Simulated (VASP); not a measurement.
# Si2W (MoSi2 type) (I4/mmm) in VASP: a series of runs

Si2W (MoSi2 type) is run at these levels: LDA; tasks: single point.

Everything below comes from runs of VASP 6.6.1. Logs are shortened: lines on timing, memory, paths and dates and some standing lists are left out, and cuts for length are marked.

## (1) The cell of the first run

Symmetry: I4/mmm, No. 139, tetragonal system. The conventional cell has a = 2.674 Å, b = 2.674 Å, c = 6.839 Å, α = 90.00°, β = 90.00°, γ = 90.00°. W (site symmetry 4/mmm) has 10 Si at 2.22 to 2.25 Å and 4 W at 2.67 Å within 2.9 Å. Within 2.9 Å of Si (site symmetry 4mm) lie 9 Si at 2.18 to 2.67 Å and 5 W at 2.22 to 2.25 Å.

## (2) Single point, LDA

The input, INCAR:

```
SYSTEM = Si2W
PREC = Accurate
ENCUT = 520
EDIFF = 1E-6
ISMEAR = -1
SIGMA = 0.08
LREAL = .FALSE.
LASPH = .TRUE.
NELM = 80
ALGO = Normal
ISIF = 2
LWAVE = .FALSE.
LCHARG = .TRUE.
GGA = CA
LELF = .TRUE.
LVHAR = .TRUE.
NBANDS = 18
```

The input, KPOINTS:

```
Automatic mesh
0
G
  14 14 14
  0 0 0
```

The input, POSCAR:

```
Si2W
1.0
   -1.3367861967      1.3367861967      3.4193683881
    1.3367861967     -1.3367861967      3.4193683881
    1.3367861967      1.3367861967     -3.4193683881
W Si
1 2
Direct
    0.0000000000      0.0000000000      0.0000000000
    0.3287140480      0.3287140480      0.0000000000
   -0.3287140480     -0.3287140480      0.0000000000
```

Potentials or basis: VASP PAW LDA potentials, release 64 (W_sv, Si).

The run is started by

```
$ cat potpaw_LDA.64/W_sv/POTCAR potpaw_LDA.64/Si/POTCAR > POTCAR
$ mpirun -np 1 vasp_std > vasp.out
```

OUTCAR:

```text
SYSTEM = Si2W
   PREC = Accurate
   ENCUT = 520
   EDIFF = 1E-6
   ISMEAR = -1
   LREAL = .FALSE.
   LASPH = .TRUE.
   NELM = 80
   ISIF = 2
   GGA = CA

 ion  position               nearest neighbor table
   1  0.000  0.000  0.000-   3 2.22   3 2.22   3 2.22   2 2.22   3 2.22   2 2.22   2 2.22   2 2.22
                             2 2.25   3 2.25
   2  0.329  0.329  0.000-   3 2.18   3 2.18   3 2.18   3 2.18   1 2.22   1 2.22   1 2.22   1 2.22
                             1 2.25   3 2.34
   3  0.671  0.671  0.000-   2 2.18   2 2.18   2 2.18   2 2.18   1 2.22   1 2.22   1 2.22   1 2.22
                             1 2.25   2 2.34

  LATTYP: Found a body centered tetragonal cell.
 ALAT       =     2.6735723934
 C/A-ratio  =     2.5579022259

  Lattice vectors:

 A1 = (  -1.3367861967,   1.3367861967,   3.4193683881)
 A2 = (   1.3367861967,  -1.3367861967,   3.4193683881)
 A3 = (   1.3367861967,   1.3367861967,  -3.4193683881)

Analysis of symmetry for initial positions (statically):
=====================================================================
 Subroutine PRICEL returns:
 Original cell was already a primitive cell.

 Routine SETGRP: Setting up the symmetry group for a
 body centered tetragonal supercell.

 Subroutine GETGRP returns: Found 16 space group operations
 (whereof 16 operations were pure point group operations)
 out of a pool of 16 trial point group operations.

The static configuration has the point symmetry D_4h.

Analysis of symmetry for dynamics (positions and initial velocities):
=====================================================================
 Subroutine PRICEL returns:
 Original cell was already a primitive cell.

 Routine SETGRP: Setting up the symmetry group for a
 body centered tetragonal supercell.

 Subroutine GETGRP returns: Found 16 space group operations
 (whereof 16 operations were pure point group operations)
 out of a pool of 16 trial point group operations.

The dynamic configuration has the point symmetry D_4h.

 Subroutine INISYM returns: Found 16 space group operations
 (whereof 16 operations are pure point group operations),
 and found     1 'primitive' translations

----------------------------------------------------------------------------------------

                                     Primitive cell

  volume of cell :      24.4416

  direct lattice vectors                    reciprocal lattice vectors
    -1.336786197  1.336786197  3.419368388     0.000000000  0.374031391  0.146225836
     1.336786197 -1.336786197  3.419368388     0.374031391  0.000000000  0.146225836
     1.336786197  1.336786197 -3.419368388     0.374031391  0.374031391  0.000000000

  length of vectors
     3.907182469  3.907182469  3.907182469     0.401598651  0.401598651  0.528960265

  position of ions in fractional coordinates (direct lattice)
     0.000000000  0.000000000  0.000000000
     0.328714048  0.328714048  0.000000000
     0.671285952  0.671285952  0.000000000

  ion indices of the primitive-cell ions
   primitive index   ion index
                 1           1
                 2           2
                 3           3

----------------------------------------------------------------------------------------

 KPOINTS: Automatic mesh

Automatic generation of k-mesh.
 Grid dimensions read from file:
 generate k-points for:   14   14   14

 Generating k-lattice:

  Cartesian coordinates                     Fractional coordinates (reciprocal lattice)
     0.000000000  0.026716528  0.010444703     0.071428571  0.000000000  0.000000000
     0.026716528  0.000000000  0.010444703     0.000000000  0.071428571  0.000000000
     0.026716528  0.026716528  0.000000000     0.000000000  0.000000000  0.071428571

  Length of vectors
     0.028685618  0.028685618  0.037782876

  Shift w.r.t. Gamma in fractional coordinates (k-lattice)
     0.000000000  0.000000000  0.000000000

 Subroutine IBZKPT returns following result:
 ===========================================

 Found    244 irreducible k-points:

 Following reciprocal coordinates:
            Coordinates               Weight
  0.000000  0.000000  0.000000      1.000000
  0.071429 -0.000000  0.000000      8.000000
  0.142857 -0.000000  0.000000      8.000000
  0.214286 -0.000000  0.000000      8.000000
  0.285714 -0.000000  0.000000      8.000000
  0.357143 -0.000000  0.000000      8.000000
[... 16 lines left out ...]
  0.214286  0.142857  0.000000     16.000000
  0.285714  0.142857  0.000000     16.000000
 [... further k-points ...]
   k-points           NKPTS =    244   k-points in BZ     NKDIM =    244   number of bands    NBANDS=     18
   number of dos      NEDOS =    301   number of ions     NIONS =      3
   total plane-waves  NPLWV =  27000
   dimension x,y,z NGX =    30 NGY =   30 NGZ =   30
   dimension x,y,z NGXF=    60 NGYF=   60 NGZF=   60
   ions per type =               1   2
   NGX,Y,Z   is equivalent  to a cutoff of  12.76, 12.76, 12.76 a.u.
   NGXF,Y,Z  is equivalent  to a cutoff of  25.53, 25.53, 25.53 a.u.
 SYSTEM =  Si2W
   PREC   = accura    normal or accurate (medium, high low for compatibility)
   ISTART =      0    job   : 0-new  1-cont  2-samecut
   ICHARG =      2    charge: 1-file 2-atom 10-const
   ISPIN  =      1    spin polarized calculation?
   LNONCOLLINEAR =      F non collinear calculations
   LSORBIT =      F    spin-orbit coupling
   LASPH  =      T    aspherical Exc in radial PAW
   ENCUT  =  520.0 eV  38.22 Ry    6.18 a.u.   7.26  7.26  7.26*2*pi/ulx,y,z
   NELM   =     80;   NELMIN=  2; NELMDL= -5     # of ELM steps
   EDIFF  = 0.1E-05   stopping-criterion for ELM
   LREAL  =      F    real-space projection
   EDIFFG = 0.1E-04   stopping-criterion for IOM
   NSW    =      0    number of steps for IOM
   IBRION =     -1    ionic relax: 0-MD 1-quasi-New 2-CG
   NFREE  =      0    steps in history (QN), initial steepest desc. (CG)
   ISIF   =      2    stress and relaxation
   ISYM   =      2    0-nonsym 1-usesym 2-fastsym
   POTIM  = 0.5000    time-step for ionic-motion
   TEBEG  =    0.0;   TEEND  =   0.0 temperature during run
   PSTRESS=    0.0 pullay stress
   NELECT =      22.0000    total number of electrons
   NUPDOWN=      -1.0000    fix difference up-down
   EMIN   =  10.00;   EMAX   =-10.00  energy-range for DOS
   EFERMI =   0.00;   METHOD = LEGACY
   ISMEAR =    -1;   SIGMA  =   0.08  broadening in eV -4-tet -1-fermi 0-gaus
   EFERMI_NEDOS =   21; number of points for ismear=-14 and -15
   IALGO  =     38    algorithm
   IMIX   =      4    mixing-type and parameters
     AMIX     =   0.40;   BMIX     =  1.00
     AMIX_MAG =   1.60;   BMIX_MAG =  1.00
  volume/ion in A,a.u.               =       8.15        54.98
  Fermi-wavevector in a.u.,A,eV,Ry     =   1.580662  2.987019 33.994070  2.498494
  Thomas-Fermi vector in A             =   2.680856
   LORBIT       =      0    0 simple, 1 ext, 2 COOP (PROOUT), +10 PAW based schemes
   GGA     = CA    functional components
   LHFCALC =     F    Hartree Fock is set to
   AEXX    =    0.0000 exact exchange contribution
   IVDW    =     0    specifies the selected vdW correction
   LEPSILON=     F    determine dielectric tensor
   LRPA    =     F    only Hartree local field effects (RPA)
 non-spin polarized calculation
  energy-cutoff  :      520.00
  volume of cell :       24.44
 maximum number of plane-waves:       675
 NGX is ok and might be reduce to    30
   NGX = 15   NGY = 15   NGZ = 15

 number of electron      21.9999999 magnetization

 Free energy of the ion-electron system (eV)
  ---------------------------------------------------
  ext. energy  EPLUGINS =         0.00000000
  ---------------------------------------------------
  free energy    TOTEN  =       -17.57742069 eV

  energy without entropy =      -17.57249578  energy(sigma->0) =      -17.57495824

 E-fermi :  20.7585     XC(G=0): -15.2215

 val. band max:       20.7375264442   @ k =  -0.4286   0.4286   0.2857
 cond. band min:      20.8040585108   @ k =  -0.3571   0.5000   0.2857
 fundamental gap:      0.0665320665
 Fermi energy:        20.7584870473

 k-point     1 :       0.0000    0.0000    0.0000
  band No.  band energies     occupation
      1     -51.8703      2.00000
      2     -17.3430      2.00000
      3     -16.4629      2.00000
      4     -16.4629      2.00000
      5       2.1297      2.00000
      6      10.1195      2.00000
[... 10 lines left out ...]
     17      29.8027      0.00000
     18      29.8027      0.00000

 k-point     2 :       0.0714   -0.0000    0.0000
  band No.  band energies     occupation
      1     -51.8650      2.00000
      2     -17.3365      2.00000
      3     -16.5476      2.00000
      4     -16.4553      2.00000
      5       2.2935      2.00000
      6      10.2478      2.00000
[... 10 lines left out ...]
     17      29.8745      0.00000
     18      30.1711      0.00000

 k-point     3 :       0.1429   -0.0000    0.0000
  band No.  band energies     occupation
      1     -51.8502      2.00000
      2     -17.3180      2.00000
      3     -16.7791      2.00000
      4     -16.4340      2.00000
      5       2.7654      2.00000
      6      10.5910      2.00000
[... 10 lines left out ...]
     17      30.5513      0.00000
     18      30.7777      0.00000

 k-point     4 :       0.2143   -0.0000    0.0000
  band No.  band energies     occupation
      1     -51.8288      2.00000
      2     -17.2923      2.00000
      3     -17.0987      2.00000
      4     -16.4030      2.00000
      5       3.4949      2.00000
      6      10.9816      2.00000
[... 10 lines left out ...]
     17      31.4323      0.00000
     18      32.0474      0.00000

 k-point     5 :       0.2857   -0.0000    0.0000
  band No.  band energies     occupation
      1     -51.8049      2.00000
      2     -17.4447      2.00000
      3     -17.2553      2.00000
      4     -16.3683      2.00000
      5       4.4094      2.00000
      6      10.7973      2.00000
[... 10 lines left out ...]
     17      32.1201      0.00000
     18      32.7075      0.00000

 k-point     6 :       0.3571   -0.0000    0.0000
  band No.  band energies     occupation
      1     -51.7834      2.00000
      2     -17.7361      2.00000
      3     -17.2284      2.00000
      4     -16.3369      2.00000
      5       5.4055      2.00000
      6      10.0738      2.00000
[... 10 lines left out ...]
     17      31.5213      0.00000
     18      33.6525      0.00000

 k-point     7 :       0.4286   -0.0000    0.0000
  band No.  band energies     occupation
      1     -51.7684      2.00000
      2     -17.9320      2.00000
      3     -17.2085      2.00000
      4     -16.3150      2.00000
      5       6.2950      2.00000
      6       9.4970      2.00000
[... 10 lines left out ...]
     17      31.2169      0.00000
     18      32.4443      0.00000

 k-point     8 :       0.5000   -0.0000    0.0000
  band No.  band energies     occupation
      1     -51.7631      2.00000
      2     -18.0007      2.00000
      3     -17.2013      2.00000
      4     -16.3071      2.00000
      5       6.6973      2.00000
      6       9.2605      2.00000
[... 10 lines left out ...]
     17      31.1272      0.00000
     18      31.9251      0.00000
[... 229 lines left out ...]
     17      31.0717      0.00000
     18      31.9070      0.00000

 k-point    20 :      -0.1429    0.0714   -0.0000
  band No.  band energies     occupation
      1     -51.8452      2.00000
      2     -17.3023      2.00000
      3     -16.7710      2.00000
      4     -16.5158      2.00000
      5       2.8259      2.00000
      6      10.8293      2.00000
[... 10 lines left out ...]
     17      29.8402      0.00000
     18      31.3106      0.00000

 k-point    21 :      -0.0714    0.0714    0.0000
  band No.  band energies     occupation
      1     -51.8598      2.00000
      2     -17.3250      2.00000
      3     -16.5485      2.00000
      4     -16.5303      2.00000
      5       2.4053      2.00000
      6      10.4278      2.00000
[... 10 lines left out ...]
     17      29.6739      0.00000
     18      30.6004      0.00000

 k-point    22 :       0.1429    0.1429    0.0000
  band No.  band energies     occupation
      1     -51.8301      2.00000
      2     -17.3065      2.00000
      3     -16.7720      2.00000
      4     -16.7179      2.00000
      5       3.5441      2.00000
      6      10.7487      2.00000
[... 10 lines left out ...]
     17      30.4570      0.00000
     18      30.5500      0.00000

 k-point    23 :       0.2143    0.1429    0.0000
  band No.  band energies     occupation
      1     -51.8088      2.00000
      2     -17.2829      2.00000
      3     -17.0618      2.00000
      4     -16.7055      2.00000
      5       4.2935      2.00000
      6      10.9224      2.00000
[... 10 lines left out ...]
     17      30.3956      0.00000
     18      31.9355      0.00000

 k-point    24 :       0.2857    0.1429    0.0000
  band No.  band energies     occupation
      1     -51.7852      2.00000
      2     -17.4045      2.00000
      3     -17.2399      2.00000
      4     -16.6663      2.00000
      5       5.1771      2.00000
      6      10.8315      2.00000
[... 10 lines left out ...]
     17      30.8912      0.00000
     18      32.8371      0.00000

 [... further k-points ...]
[... 5 lines left out ...]
  --------------------------------------------------------------------------------------
  -------------------------------------------------------------------------------------
  Total       47.5627534     47.5627534     47.5985779      0.0000000      0.0000000      0.0000000
  in kB     3117.7966172   3117.7966172   3120.1449606      0.0000000      0.0000000      0.0000000
  external PRESSURE =    3118.5793984 kB  Pullay stress =       0.0000000 kB

 VOLUME and BASIS-vectors are now :
 -----------------------------------------------------------------------------
  energy-cutoff  :      520.00
  volume of cell :       24.44
      direct lattice vectors                 reciprocal lattice vectors
    -1.336786197  1.336786197  3.419368388     0.000000000  0.374031391  0.146225836
     1.336786197 -1.336786197  3.419368388     0.374031391  0.000000000  0.146225836
     1.336786197  1.336786197 -3.419368388     0.374031391  0.374031391  0.000000000

 POSITION                                       TOTAL-FORCE (eV/Angst)
 -----------------------------------------------------------------------------------
      0.00000      0.00000      0.00000        -0.000000     -0.000000      0.000000
      0.00000      0.00000      2.24799         0.000000      0.000000     -0.060103
      0.00000      0.00000      4.59075        -0.000000     -0.000000      0.060103
 -----------------------------------------------------------------------------------
    total drift:                                0.000000      0.000000     -0.000000

  FREE ENERGIE OF THE ION-ELECTRON SYSTEM (eV)
  ---------------------------------------------------
  free  energy   TOTEN  =       -17.5774206949 eV

  energy  without entropy=      -17.5724957771  energy(sigma->0) =      -17.57495824
```

Run time: 64 s. Hardware: 1 thread of AMD EPYC 9R45 (Zen 5), shared host; peak memory 0.2 GiB.

Results:

- Free energy: -17.5774 eV
- Pressure: 311.9 GPa
- Largest force: 0.060 eV/Å
- Band gap on the k mesh: zero (band 11 reaches 22.70 eV, above the bottom of band 12 at 19.91 eV)

Forces on the atoms (eV/Å):
```
W    0.000  0.000  0.000
Si   0.000  0.000 -0.060
Si   0.000  0.000  0.060
```

Stress tensor (GPa, compression positive):
```
311.78   0.00   0.00
  0.00 311.78   0.00
  0.00   0.00 312.01
```

Levels at points of the mesh, in eV from the Fermi level:
```csv
k point,band 9,band 10,band 11,band 12,band 13,band 14
"(0.00, 0.00, 0.00)",-4.24,-3.27,0.35,1.69,6.06,6.06
"(0.50, 0.00, 0.00)",-5.35,-4.05,-1.25,4.05,4.18,5.69
"(0.50, 0.50, 0.00)",-6.35,-5.07,-0.21,4.54,4.69,5.98
"(0.50, 0.50, 0.50)",-1.06,-1.06,-0.07,-0.07,2.11,5.60
```

Caveat: spin-orbit coupling is left out, which moves the levels of the heavy elements.

[end of part 1 of 3]
